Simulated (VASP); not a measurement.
Set up this calculation in VASP 6.6.1, as the native input.

| Property | Result |
| --- | --- |
| Task | single point |
| Functional | LDA |
| Potentials or basis | VASP PAW LDA potentials, release 64 (Cs_sv) |
| Cutoff | 520 eV |
| k mesh | 9 × 9 × 5 |
| Occupations | fermi-dirac, width 0.1 eV |
| Spin | no spin polarisation |
| Dipole correction | no |
| Further INCAR settings | ALGO = Normal; EDIFF = 1e-06; NBANDS = 16 |

The structure of Cs lies in POSCAR:

```
Cs
1.0
    4.9747281001      0.0000000000      0.0000000000
   -2.4873640501      4.3082409116      0.0000000000
    0.0000000000      0.0000000000      8.0590595222
Cs
2
Direct
    0.3333333333      0.6666666667      0.2500000000
    0.6666666667      0.3333333333      0.7500000000
```

This cell differs from its parent crystal: volume scaled by 0.9.

These files were run (other wordings do the same):

INCAR

```
SYSTEM = Cs
  PREC = Accurate
  ENCUT = 520
  EDIFF = 1E-6
  ISMEAR = -1
  SIGMA = 0.1
  LREAL = .FALSE.
  LASPH = .TRUE.
  NELM = 60
  ALGO = Normal
  ISIF = 2
  LWAVE = .FALSE.
  LCHARG = .FALSE.
  NBANDS = 16
```

KPOINTS

```
Automatic mesh
0
G
  9 9 5
  0 0 0
```

Potentials or basis: VASP PAW LDA potentials, release 64 (Cs_sv).

The run is started by

```bash
$ cat potpaw_LDA.64/Cs_sv/POTCAR > POTCAR
$ mpirun -np 1 vasp_std > vasp.out
```

It gave:

* Pressure: 0.3 GPa
* Band gap on the k mesh: zero (band 9 reaches 1.91 eV, above the bottom of band 10 at 0.22 eV)

Caveat: spin-orbit coupling is left out, which moves the levels of the heavy elements.

Run time: 74 s on 1 thread of Intel(R) Xeon(R) Platinum 8175M CPU @ 2.50GHz (Skylake/Cascade Lake), with other jobs on the host, peak memory 0.26 GiB.
